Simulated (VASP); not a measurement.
Here is a VASP 6.6.1 calculation.

Contents of INCAR:

```
SYSTEM = TaN
  PREC = Accurate
  ENCUT = 700
  EDIFF = 1E-6
  ISMEAR = -1
  SIGMA = 0.05
  LREAL = .False.
  LASPH = .True.
  NELM = 200
  ALGO = Normal
  ISIF = 2
  LWAVE = .False.
  LCHARG = .False.
  LMAXMIX = 4
  LDAU = .True.
  LDAUTYPE = 2
  LDAUL = 2 -1
  LDAUU = 8 0
  LDAUJ = 0 0
  LDAUPRINT = 1
  GGA = PS
  NBANDS = 16
  GGA_COMPAT = .False.
```

File KPOINTS:

```
Automatic mesh
0
Gamma
  10 10 9
  0 0 0
```

File POSCAR:

```
TaN
1.0
    2.9380000000      0.0000000000      0.0000000000
   -1.4690000000      2.5443826363      0.0000000000
    0.0000000000      0.0000000000      2.8830000000
Ta N
1 1
Direct
    0.0000000000      0.0000000000      0.5000000000
    0.6666666667      0.3333333333      0.0000000000
```

Potentials or basis: VASP PAW PBE potentials, release 64 (Ta_sv_GW, N).

Launch:

```sh
$ cat potpaw_PBE.64/Ta_sv_GW/POTCAR potpaw_PBE.64/N/POTCAR > POTCAR
$ mpirun -np 1 vasp_std > vasp.out
```

Task: What does it give for the pressure?

Result: 23.2 GPa.

Task: Estimate the band gap on the k mesh.

Result: Zero (bands 9 and 10 overlap by 0.36 eV).

Stress tensor (GPa, compression positive):
```
22.33  0.00  0.00
 0.00 22.33  0.00
 0.00  0.00 25.08
```

Caveat: the cell stands under pressure; the PAW data sets were made with another functional, which shifts forces and pressure a little; spin-orbit coupling is left out, which moves the levels of the heavy elements; U without spin polarisation on a metal has little footing.
